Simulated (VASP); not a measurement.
A run of VASP 6.6.1 is set up as follows.

INCAR

```
SYSTEM = Ta4N
  PREC = Accurate
  ENCUT = 600
  EDIFF = 1E-6
  ISMEAR = 0
  SIGMA = 0.1
  LREAL = .False.
  LASPH = .True.
  NELM = 60
  ALGO = Normal
  ISIF = 3
  LWAVE = .False.
  LCHARG = .False.
  GGA = PE
  IBRION = 2
  NSW = 100
  EDIFFG = -0.01
```

The input KPOINTS:

```
regular mesh
0
Gamma
  10 10 10
  0 0 0
```

File POSCAR:

```
Ta4N
1.0
   -2.7453204442      2.7453204442      2.7453204442
    2.7453204442     -2.7453204442      2.7453204442
    2.7453204442      2.7453204442     -2.7453204442
Ta N
4 1
Direct
    0.0000000000      0.0000000000      0.5000000000
    0.0000000000      0.5000000000      0.0000000000
    0.5000000000      0.0000000000      0.0000000000
    0.5000000000      0.5000000000      0.5000000000
    0.0000000000      0.0000000000      0.0000000000
```

Potentials or basis: VASP PAW PBE potentials, release 64 (Ta_pv, N).

The run is started by

```console
$ cat potpaw_PBE.64/Ta_pv/POTCAR potpaw_PBE.64/N/POTCAR > POTCAR
$ mpirun -np 1 vasp_std > vasp.out
```

Problem. Estimate the relaxed volume.

Solution. 16.59 Å³/atom.

Problem. What does it give for the space group after relaxing (to 0.1 Å)?

Solution. Im-3m (No. 229).

Problem. Predict the relaxed cell.

Solution. a = 4.759 Å, b = 4.759 Å, c = 4.759 Å, α = 109.47°, β = 109.47°, γ = 109.47°.

Final structure:
```yaml
crystal:
  lattice:
    - [-2.74752, 2.74752, 2.74752]
    - [2.74752, -2.74752, 2.74752]
    - [2.74752, 2.74752, -2.74752]
  atoms:
    - { symbol: Ta, position: [0.00000, 0.00000, 0.50000] }
    - { symbol: Ta, position: [0.00000, 0.50000, 0.00000] }
    - { symbol: Ta, position: [0.50000, 0.00000, 0.00000] }
    - { symbol: Ta, position: [0.50000, 0.50000, 0.50000] }
    - { symbol: N, position: [0.00000, 0.00000, 0.00000] }
```
